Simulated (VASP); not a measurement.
Set up this calculation in VASP 6.6.1, as the native input.

- Task: relaxation of cell and atoms
- Functional: PBEsol
- Potentials or basis: VASP PAW PBE potentials, release 64 (In_d, P)
- Cutoff: 600 eV
- k mesh: 8 × 8 × 8
- Occupations: fermi-dirac, width 0.05 eV
- Spin: no spin polarisation
- Dipole correction: no
- Further INCAR settings: ALGO = Normal; EDIFF = 1e-07; IBRION = 2; EDIFFG = -0.01; NSW = 80; ISIF = 3

The structure of InP lies in POSCAR:

```
InP
1.0
    0.0000000000      2.9305000000      2.9305000000
    2.9305000000      0.0000000000      2.9305000000
    2.9305000000      2.9305000000      0.0000000000
In P
1 1
Direct
    0.0000000000      0.0000000000      0.0000000000
    0.7500000000      0.7500000000      0.7500000000
```

One way to write it, as run:

INCAR

```
SYSTEM = InP
PREC     = Accurate       ! precision mode
ENCUT    = 600            ! plane-wave cutoff, eV
EDIFF    = 1E-7           ! SCF threshold, eV
ISMEAR   = -1             ! smearing method
SIGMA    = 0.05           ! smearing width, eV
LREAL    = .FALSE.        ! projectors in reciprocal space
LASPH    = .TRUE.         ! aspherical terms in the spheres
NELM     = 80             ! most SCF steps
ALGO     = Normal         ! electronic algorithm
ISIF     = 3              ! what is computed and relaxed
LWAVE    = .FALSE.        ! write WAVECAR
LCHARG   = .FALSE.        ! write CHGCAR
GGA      = PS             ! functional
IBRION   = 2              ! ionic algorithm
NSW      = 80             ! ionic steps
EDIFFG   = -0.01          ! ionic threshold
```

KPOINTS

```
Automatic mesh
0
G
  8 8 8
  0 0 0
```

Potentials or basis: VASP PAW PBE potentials, release 64 (In_d, P).

Command:

```console
$ cat potpaw_PBE.64/In_d/POTCAR potpaw_PBE.64/P/POTCAR > POTCAR
$ mpirun -np 1 vasp_std > vasp.out
```

It gave:

```yaml
Relaxed_volume: 25.40 Å³/atom
Relaxed_cell: a = 4.157 Å, b = 4.157 Å, c = 4.157 Å, α = 60.00°, β = 60.00°, γ = 60.00°
Space_group_after_relaxing_to_0.05_Å: F-43m (No. 216)
Energy_gained_by_relaxing: 0.4 meV/atom
Ionic_steps: 3
Pressure_after_relaxing: 0.0 GPa
Band_gap_on_the_k_mesh: 0.57 eV, direct
```

Caveat: the PAW data sets were made with another functional, which shifts forces and pressure a little; spin-orbit coupling is left out, which moves the levels of the heavy elements.

Wall time 30 s on 1 thread of Intel(R) Xeon(R) 6975P-C (Granite Rapids) (shared host), peak memory 0.22 GiB.
